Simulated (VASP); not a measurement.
SnO, 8 atoms in the cell. The cell holds a slab with vacuum, 8 atoms: a = 3.820 Å, b = 3.820 Å, c = 22.226 Å, α = 90.00°, β = 90.00°, γ = 90.00°.  This cell differs from its parent crystal: layers slid over each other.

```yaml
Program: VASP 6.6.1
Task: single point
Functional: PBE
Dispersion: D3(BJ)
Potentials_or_basis: VASP PAW PBE potentials, release 64 (Sn_d, O)
Cutoff: 520 eV
k_mesh: 7 × 7 × 1
Occupations: gaussian, width 0.05 eV
Spin: no spin polarisation
Dipole_correction: yes
Further_INCAR_settings: ALGO = Normal; EDIFF = 1e-06; NBANDS = 50
```

Potentials or basis: VASP PAW PBE potentials, release 64 (Sn_d, O).

Run with:

```sh
$ cat potpaw_PBE.64/Sn_d/POTCAR potpaw_PBE.64/O/POTCAR > POTCAR
$ mpirun -np 1 vasp_std > vasp.out
```

Hardware: 1 thread of Oxide Virtual Turin-like Processor, on a shared host.

**Question.** Estimate the wall time of this run.

**Answer.** Run time: 5.3 min on 1 thread of Oxide Virtual Turin-like Processor (shared host), peak memory 0.41 GiB. Counts: scf iterations 23, k points 16.
